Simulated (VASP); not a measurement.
Crystal: Ge.

```
Ge
1.0
     1.39715   -2.60052    0.00000
     1.39715    2.60052    0.00000
     0.00000    0.00000    2.69823
Ge
1
Direct
  0.50000 0.50000 0.00000
```

```yaml
Program: VASP 6.6.1
Task: relaxation of cell and atoms
Functional: BLYP
Dispersion: D4
Potentials_or_basis: VASP PAW PBE potentials, release 64 (Ge_d)
Cutoff: 620 eV
k_mesh: 11 × 11 × 10
Occupations: fermi-dirac, width 0.05 eV
Spin: no spin polarisation
```

At the start: pressure -0.0 GPa; volume 19.61 Å³/atom.

Problem. How do energy, volume and symmetry change on relaxing?

Solution. Over 33 steps the energy falls by 16.0 meV/atom and the volume is 19.70 Å³/atom (+0.5 %); space group Cmmm (No. 65, to 0.1 Å) before and after.

The path:
```
step  energy change (eV)  largest force (eV/Å)  pressure (GPa)  volume (Å³)
   1              0.0000                0.0000            0.00        19.61
   2             -0.0037                0.0000           -0.03        19.60
   3             -0.0053                0.0000            0.06        19.60
   4             -0.0060                0.0000            0.12        19.57
   5             -0.0060                0.0000            0.13        19.56
   6             -0.0060                0.0000           -0.10        19.63
   7             -0.0060                0.0000           -0.04        19.61
   8             -0.0060                0.0000            0.02        19.61
   9             -0.0060                0.0000           -0.03        19.61
  10             -0.0061                0.0000           -0.02        19.61
  11             -0.0061                0.0000            0.03        19.61
  12             -0.0062                0.0000           -0.04        19.60
  13             -0.0066                0.0000           -0.05        19.59
  14             -0.0074                0.0000            0.16        19.57
  15             -0.0088                0.0000            0.19        19.51
  16             -0.0101                0.0000            1.30        19.35
  17             -0.0126                0.0000            0.56        19.44
  18             -0.0126                0.0000            0.58        19.44
  19             -0.0129                0.0000            0.49        19.45
  20             -0.0137                0.0000            0.38        19.48
  21             -0.0147                0.0000            0.18        19.54
  22             -0.0139                0.0000           -0.18        19.67
  23             -0.0148                0.0000            0.05        19.58
  24             -0.0148                0.0000            0.08        19.58
  25             -0.0149                0.0000            0.10        19.58
  26             -0.0151                0.0000            0.01        19.60
  27             -0.0154                0.0000            0.03        19.65
  28             -0.0158                0.0000           -0.18        19.73
  29             -0.0158                0.0000           -0.19        19.77
  30             -0.0160                0.0000           -0.15        19.74
  31             -0.0160                0.0000           -0.07        19.74
  32             -0.0160                0.0000           -0.11        19.74
  33             -0.0160                0.0000           -0.02        19.70
```

Final structure:
```
Ge
1.0
     1.58862   -2.28886    0.00000
     1.58862    2.28886    0.00000
     0.00000    0.00000    2.70887
Ge
1
Direct
  0.50000 0.50000 0.00000
```

Caveat: the PAW data sets were made with another functional, which shifts forces and pressure a little.
